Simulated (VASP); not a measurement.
# HW12C12F in VASP: single point with PBE+D3(BJ)

Aim: the single point of HW12C12F with PBE+D3(BJ).

All numbers are computed with VASP 6.6.1; they aren't measurements. Logs are shortened: lines on timing, memory, paths and dates and some standing lists are left out, and cuts for length are marked.

## 1. The cell of the first run

The cell holds a slab with vacuum, 26 atoms: a = 5.715 Å, b = 5.608 Å, c = 18.599 Å, α = 90.00°, β = 90.00°, γ = 90.00°.

## 2. Single point, PBE+D3(BJ)

Contents of INCAR:

```
SYSTEM = HW12C12F
PREC = Accurate
ENCUT = 520
EDIFF = 1E-7
ISMEAR = -1
SIGMA = 0.1
LREAL = Auto
LASPH = .True.
NELM = 60
ALGO = Normal
ISIF = 2
LWAVE = .False.
LCHARG = .False.
GGA = PE
IVDW = 12
NBANDS = 131
```

Contents of KPOINTS:

```
Automatic mesh
0
Gamma
  3 3 1
  0 0 0
```

Contents of POSCAR:

```
HW12C12F
1.0
    5.7147400000      0.0000000000      0.0000000000
    0.0000000000      5.6084200000      0.0000000000
    0.0000000000      0.0000000000     18.5988130000
W C F H
12 12 1 1
Direct
    0.0000000000      0.0000000000      0.0537668721
    0.2211299202      0.0080058198      0.1930875911
   -0.0180060685      0.0108051822      0.3222517480
    0.0000000000      0.4999982170      0.0537668721
    0.2536598340      0.4906194615      0.1856139959
   -0.0012249026      0.5099832038      0.3305372230
    0.5000052496      0.0000000000      0.0537668721
    0.7319493100     -0.0040118251      0.1844741382
    0.4933732768      0.0044040924      0.3231066413
    0.5000052496      0.4999982170      0.0537668721
    0.7484155010      0.4956654459      0.1876786438
    0.5109943759      0.5026371064      0.3180901921
   -0.0000349972      0.2651905528      0.1356161815
    0.2446830477      0.2506231702      0.2770284319
   -0.2792078030      0.2417258337      0.3681955402
   -0.0009799221      0.7717146719      0.1372291877
    0.2287068178      0.7416527293      0.2790715730
   -0.0780962913      0.7674175615      0.4115585226
    0.4865488194      0.2519782755      0.1363742944
    0.7300944575      0.2318478288      0.2717861618
    0.2797327612      0.2901173593      0.3678998224
    0.4931282963      0.7555782199      0.1370194969
    0.7856525406      0.7430434953      0.2704473667
    0.7042840094      0.7314716088      0.3911808780
    0.3421153018      0.7227704059      0.4678739444
    0.1739886679      0.7522082868      0.4556204743
```

Potentials or basis: VASP PAW PBE potentials, release 64 (W_sv, C, F, H).

Run with:

```bash
cat potpaw_PBE.64/W_sv/POTCAR potpaw_PBE.64/C/POTCAR potpaw_PBE.64/F/POTCAR potpaw_PBE.64/H/POTCAR > POTCAR
mpirun -np 1 vasp_std > vasp.out
```

OUTCAR:

```text
SYSTEM = HW12C12F
   PREC = Accurate
   ENCUT = 520
   EDIFF = 1E-7
   ISMEAR = -1
   LREAL = Auto
   LASPH = .True.
   NELM = 60
   ISIF = 2
   GGA = PE
   IVDW = 12
 IVDW          = 12

 ion  position               nearest neighbor table
   1  0.000  0.000  0.054-  16 2.01  13 2.13   4 2.80   4 2.80   7 2.86   7 2.86   8 2.87   2 2.88

   2  0.221  0.008  0.193-  14 2.08  16 2.11  17 2.19  13 2.20  19 2.30  22 2.35   5 2.72   3 2.76
                             8 2.80   9 2.88   1 2.88   5 2.91   8 2.92   7 3.04
   3  0.982  0.011  0.322-  23 2.11  20 2.12  15 2.15  18 2.18  14 2.18  17 2.22  21 2.46  24 2.57
                             2 2.76   9 2.79   6 2.81   6 2.81   9 2.92   8 2.94
   4  0.000  0.500  0.054-  13 2.01  16 2.18   1 2.80   1 2.80   5 2.85  10 2.86  10 2.86  11 2.88
[... 7 lines left out ...]
   8  0.732  0.996  0.184-  20 2.09  22 2.11  23 2.16  16 2.16  19 2.20  13 2.33   7 2.77   2 2.80
                            11 2.80  11 2.81   1 2.87   9 2.92   2 2.92   3 2.94
   9  0.493  0.004  0.323-  15 2.04  20 2.09  14 2.16  21 2.18  17 2.26  24 2.32  23 2.43   3 2.79
                            12 2.80  12 2.82   2 2.88   8 2.92   3 2.92
  10  0.500  0.500  0.054-  19 2.07  22 2.11   7 2.80   7 2.80   5 2.83   4 2.86   4 2.86  11 2.87

  11  0.748  0.496  0.188-  23 2.08  20 2.16  13 2.16  19 2.24  22 2.27  16 2.31  12 2.78   8 2.80
                             8 2.81   5 2.83  10 2.87   4 2.88   5 2.89   6 3.02
  12  0.511  0.503  0.318-  21 2.01  15 2.11  20 2.15  24 2.17  14 2.21  17 2.22  23 2.25  11 2.78
                             6 2.80   9 2.80   9 2.82   5 2.87   6 2.94
  13  1.000  0.265  0.136-   4 2.01   1 2.13   5 2.14  11 2.16   2 2.20   8 2.33
  14  0.245  0.251  0.277-  21 1.72   2 2.08   9 2.16   5 2.17   3 2.18  12 2.21   6 2.25
  15  0.721  0.242  0.368-  20 1.79   9 2.04  12 2.11   3 2.15   6 2.30
  16  0.999  0.772  0.137-   1 2.01   2 2.11   8 2.16   4 2.18  11 2.31   5 2.33
  17  0.229  0.742  0.279-   6 2.08   2 2.19   3 2.22  12 2.22   5 2.24   9 2.26
  18  0.922  0.767  0.412-  24 1.32   6 2.13   3 2.18
  19  0.487  0.252  0.136-  10 2.07   7 2.09   5 2.10   8 2.20  11 2.24   2 2.30
  20  0.730  0.232  0.272-  15 1.79   9 2.09   8 2.09   3 2.12  12 2.15  11 2.16   6 2.45
  21  0.280  0.290  0.368-  14 1.72  12 2.01   6 2.14   9 2.18   3 2.46
  22  0.493  0.756  0.137-   7 2.07  10 2.11   8 2.11   5 2.21  11 2.27   2 2.35
  23  0.786  0.743  0.270-  11 2.08   6 2.11   3 2.11   8 2.16  12 2.25   9 2.43
  24  0.704  0.731  0.391-  18 1.32  12 2.17   9 2.32   6 2.38   3 2.57
  25  0.342  0.723  0.468-  26 1.00
  26  0.174  0.752  0.456-  25 1.00

  LATTYP: Found a simple orthorhombic cell.
 ALAT       =     5.6084200000
 B/A-ratio  =     1.0189572108
 C/A-ratio  =     3.3162304178

  Lattice vectors:

 A1 = (   0.0000000000,  -5.6084200000,   0.0000000000)
 A2 = (   5.7147400000,   0.0000000000,   0.0000000000)
 A3 = (   0.0000000000,   0.0000000000,  18.5988130000)

Analysis of symmetry for initial positions (statically):
=====================================================================
 Subroutine PRICEL returns:
 Original cell was already a primitive cell.

 Routine SETGRP: Setting up the symmetry group for a
 simple orthorhombic supercell.

 Subroutine GETGRP returns: Found  1 space group operations
 (whereof  1 operations were pure point group operations)
 out of a pool of  8 trial point group operations.

The static configuration has the point symmetry C_1 .

Analysis of symmetry for dynamics (positions and initial velocities):
=====================================================================
 Subroutine PRICEL returns:
 Original cell was already a primitive cell.

 Routine SETGRP: Setting up the symmetry group for a
 simple orthorhombic supercell.

 Subroutine GETGRP returns: Found  1 space group operations
 (whereof  1 operations were pure point group operations)
 out of a pool of  8 trial point group operations.

The dynamic configuration has the point symmetry C_1 .

 Subroutine INISYM returns: Found  1 space group operations
 (whereof  1 operations are pure point group operations),
 and found     1 'primitive' translations

----------------------------------------------------------------------------------------

                                     Primitive cell

  volume of cell :     596.1043

  direct lattice vectors                    reciprocal lattice vectors
     5.714740000  0.000000000  0.000000000     0.174986089  0.000000000  0.000000000
     0.000000000  5.608420000  0.000000000     0.000000000  0.178303337  0.000000000
     0.000000000  0.000000000 18.598813000     0.000000000  0.000000000  0.053766872

[... 61 lines left out ...]

 KPOINTS: Automatic mesh

Automatic generation of k-mesh.
 Grid dimensions read from file:
 generate k-points for:    3    3    1

 Generating k-lattice:

  Cartesian coordinates                     Fractional coordinates (reciprocal lattice)
     0.058328696  0.000000000  0.000000000     0.333333333  0.000000000  0.000000000
     0.000000000  0.059434446  0.000000000     0.000000000  0.333333333  0.000000000
     0.000000000  0.000000000  0.053766872     0.000000000  0.000000000  1.000000000

  Length of vectors
     0.058328696  0.059434446  0.053766872

  Shift w.r.t. Gamma in fractional coordinates (k-lattice)
     0.000000000  0.000000000  0.000000000

 Subroutine IBZKPT returns following result:
 ===========================================

 Found      5 irreducible k-points:

 Following reciprocal coordinates:
            Coordinates               Weight
  0.000000  0.000000  0.000000      1.000000
  0.333333  0.000000  0.000000      2.000000
  0.000000  0.333333  0.000000      2.000000
  0.333333  0.333333  0.000000      2.000000
 -0.333333  0.333333  0.000000      2.000000
   k-points           NKPTS =      5   k-points in BZ     NKDIM =      5   number of bands    NBANDS=    131
   number of dos      NEDOS =    301   number of ions     NIONS =     26
   total plane-waves  NPLWV = 282240
   dimension x,y,z NGX =    48 NGY =   42 NGZ =  140
   dimension x,y,z NGXF=    96 NGYF=   84 NGZF=  280
   ions per type =              12  12   1   1
   NGX,Y,Z   is equivalent  to a cutoff of  13.96, 12.45, 12.51 a.u.
   NGXF,Y,Z  is equivalent  to a cutoff of  27.93, 24.90, 25.03 a.u.
 SYSTEM =  HW12C12F
   PREC   = accura    normal or accurate (medium, high low for compatibility)
   ISTART =      0    job   : 0-new  1-cont  2-samecut
   ICHARG =      2    charge: 1-file 2-atom 10-const
   ISPIN  =      1    spin polarized calculation?
   LNONCOLLINEAR =      F non collinear calculations
   LSORBIT =      F    spin-orbit coupling
   LASPH  =      T    aspherical Exc in radial PAW
   ENCUT  =  520.0 eV  38.22 Ry    6.18 a.u.  10.63 10.43 34.58*2*pi/ulx,y,z
   NELM   =     60;   NELMIN=  2; NELMDL= -5     # of ELM steps
   EDIFF  = 0.1E-06   stopping-criterion for ELM
   LREAL  =      T    real-space projection
   EDIFFG = 0.1E-05   stopping-criterion for IOM
   NSW    =      0    number of steps for IOM
   IBRION =     -1    ionic relax: 0-MD 1-quasi-New 2-CG
   NFREE  =      0    steps in history (QN), initial steepest desc. (CG)
   ISIF   =      2    stress and relaxation
   ISYM   =      2    0-nonsym 1-usesym 2-fastsym
   POTIM  = 0.5000    time-step for ionic-motion
   TEBEG  =    0.0;   TEEND  =   0.0 temperature during run
   PSTRESS=    0.0 pullay stress
   NELECT =     224.0000    total number of electrons
   NUPDOWN=      -1.0000    fix difference up-down
   EMIN   =  10.00;   EMAX   =-10.00  energy-range for DOS
   EFERMI =   0.00;   METHOD = LEGACY
   ISMEAR =    -1;   SIGMA  =   0.10  broadening in eV -4-tet -1-fermi 0-gaus
   EFERMI_NEDOS =   21; number of points for ismear=-14 and -15
   IALGO  =     38    algorithm
   IMIX   =      4    mixing-type and parameters
     AMIX     =   0.40;   BMIX     =  1.00
     AMIX_MAG =   1.60;   BMIX_MAG =  1.00
  volume/ion in A,a.u.               =      22.93       154.72
  Fermi-wavevector in a.u.,A,eV,Ry     =   1.181363  2.232453 18.988548  1.395619
  Thomas-Fermi vector in A             =   2.317638
   LORBIT       =      0    0 simple, 1 ext, 2 COOP (PROOUT), +10 PAW based schemes
   GGA     = PE    functional components
   LHFCALC =     F    Hartree Fock is set to
   AEXX    =    0.0000 exact exchange contribution
   IVDW    =    12    specifies the selected vdW correction
   LEPSILON=     F    determine dielectric tensor
   LRPA    =     F    only Hartree local field effects (RPA)
 non-spin polarized calculation
  energy-cutoff  :      520.00
  volume of cell :      596.10
 maximum number of plane-waves:     16085
 NGX is ok and might be reduce to    42
   NGX = 21   NGY = 21   NGZ = 69

 number of electron     223.9999979 magnetization

 Free energy of the ion-electron system (eV)
  ---------------------------------------------------
  ext. energy  EPLUGINS =         0.00000000
  ---------------------------------------------------
  free energy    TOTEN  =      -253.58655354 eV

  energy without entropy =     -253.22133353  energy(sigma->0) =     -253.40394354

 E-fermi :   2.0099     XC(G=0):  -7.0509

 val. band max:        1.9873434860   @ k =   0.0000   0.3333   0.0000
 cond. band min:       2.0205280130   @ k =  -0.3333   0.3333   0.0000
 fundamental gap:      0.0331845270
 Fermi energy:         2.0099290694

 k-point     1 :       0.0000    0.0000    0.0000
  band No.  band energies     occupation
      1     -72.9072      2.00000
      2     -72.7147      2.00000
      3     -72.5845      2.00000
      4     -72.5366      2.00000
      5     -72.5212      2.00000
      6     -72.4725      2.00000
[... 624 lines left out ...]
    123       3.2432      0.00001
    124       3.4758      0.00000
 [bands above 124 left out]

------------------------ aborting loop because EDIFF is reached ----------------------------------------

 Edisp (eV)   -8.08507

 E8    (eV) :    -3.7935

  FORCE on cell =-STRESS in cart. coord.  units (eV):
  Direction    XX          YY          ZZ          XY          YZ          ZX
  --------------------------------------------------------------------------------------
  -------------------------------------------------------------------------------------
  Total       6.82625    16.78132    12.87626     0.93525    -1.85268     0.78604
  in kB      18.34724    45.10394    34.60814     2.51371    -4.97954     2.11267
  external pressure =       32.69 kB  Pullay stress =        0.00 kB

 VOLUME and BASIS-vectors are now :
 -----------------------------------------------------------------------------
  energy-cutoff  :      520.00
  volume of cell :      596.10
      direct lattice vectors                 reciprocal lattice vectors
     5.714740000  0.000000000  0.000000000     0.174986089  0.000000000  0.000000000
     0.000000000  5.608420000  0.000000000     0.000000000  0.178303337  0.000000000
     0.000000000  0.000000000 18.598813000     0.000000000  0.000000000  0.053766872

 POSITION                                       TOTAL-FORCE (eV/Angst)
 -----------------------------------------------------------------------------------
      0.00000      0.00000      1.00000        -0.134643      0.571474     -1.355882
      1.26370      0.04490      3.59120         2.771376     -2.026441     -2.305248
      5.61184      0.06060      5.99350         0.508476     -0.403427      1.399844
      0.00000      2.80420      1.00000        -0.088800      0.941531     -1.249802
      1.44960      2.75160      3.45220        -1.434273      3.016486      1.285951
      5.70774      2.86020      6.14760        -0.712615     -1.597207     -0.617392
[... 18 lines left out ...]
      1.95510      4.05360      8.70190        -0.447847      0.271553      0.306657
      0.99430      4.21870      8.47400         0.275511     -0.117735      0.134597
 -----------------------------------------------------------------------------------
    total drift:                               -0.006506     -0.000711      0.006899

  FREE ENERGIE OF THE ION-ELECTRON SYSTEM (eV)
  ---------------------------------------------------
  free  energy   TOTEN  =      -261.6716210074 eV

  energy  without entropy=     -261.3064009984  energy(sigma->0) =     -261.48901100
```

Wall time 18 min (1 thread of Intel Xeon Platinum 8375C at 2.90GHz (Ice Lake), shared host); peak memory 0.74 GiB.

What came out:

| Quantity | Value |
| --- | --- |
| Free energy | -261.6716 eV |
| Largest force | 4.135 eV/Å |
| Band gap on the k mesh | zero (bands 112 and 113 overlap by 0.02 eV) |
| Dispersion energy per atom | -0.311 eV |

Forces on the atoms (eV/Å):
```
W   -0.135  0.571 -1.356
W    2.771 -2.026 -2.305
W    0.508 -0.403  1.400
W   -0.089  0.942 -1.250
W   -1.434  3.016  1.286
W   -0.713 -1.597 -0.617
W   -0.461 -0.037 -1.041
W    1.448  0.087  0.538
W   -0.579 -1.063  0.262
W    0.002  0.181 -0.853
W   -0.070  0.909 -1.179
W    0.760  1.459  0.824
C   -0.653 -1.318  1.396
C   -0.688  0.704  0.303
C    2.181  0.432 -0.659
C   -0.424 -2.238  0.862
C    1.589  0.761 -0.139
C    0.748  0.138  0.924
C    0.406 -0.462  0.901
C    0.763  1.315  0.735
C   -2.720 -2.279  0.033
C   -0.307 -0.631  0.873
C   -2.387  1.080 -0.663
C   -0.345  0.307 -0.716
F   -0.448  0.272  0.307
H    0.276 -0.118  0.135
```

Caveat: the k points lie up to 0.37 Å⁻¹ apart; there is no dipole correction, which matters where the two faces differ; spin-orbit coupling is left out, which moves the levels of the heavy elements.

The gap in the log of VASP goes by the Fermi energy; the results here count the filled bands.